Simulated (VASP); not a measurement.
A run of VASP 6.6.1 is set up as follows.

INCAR

```
  PREC = Accurate
  ENCUT = 520
  EDIFF = 1E-6
  ISMEAR = 1
  SIGMA = 0.05
  LREAL = F
  LASPH = T
  NELM = 60
  ALGO = Normal
  ISIF = 2
  LWAVE = F
  LCHARG = F
  GGA = CA
  NBANDS = 19
```

Contents of KPOINTS:

```
regular mesh
0
Gamma
  9 9 5
```

POSCAR

```
MoPd
1.0
    2.9014577002      0.0000000000      0.0000000000
   -1.4507288501      2.5127361683      0.0000000000
    0.0000000000      0.0000000000      4.7421708969
Mo Pd
1 1
Direct
    0.6666666667      0.3333333333      0.5000000000
    0.3333333333      0.6666666667      0.0000000000
```

Potentials or basis: VASP PAW LDA potentials, release 64 (Mo_sv, Pd).

Command:

```bash
$ cat potpaw_LDA.64/Mo_sv/POTCAR potpaw_LDA.64/Pd/POTCAR > POTCAR
$ mpirun -np 1 vasp_std > vasp.out
```

Problem. Predict the band gap on the k mesh.

Solution. Zero (band 12 reaches 10.20 eV, above the bottom of band 13 at 8.61 eV).

Problem. What does it give for the pressure?

Solution. -31.0 GPa.

Stress tensor (GPa, compression positive):
```
-31.48   0.00   0.00
  0.00 -31.48   0.00
  0.00   0.00 -30.17
```
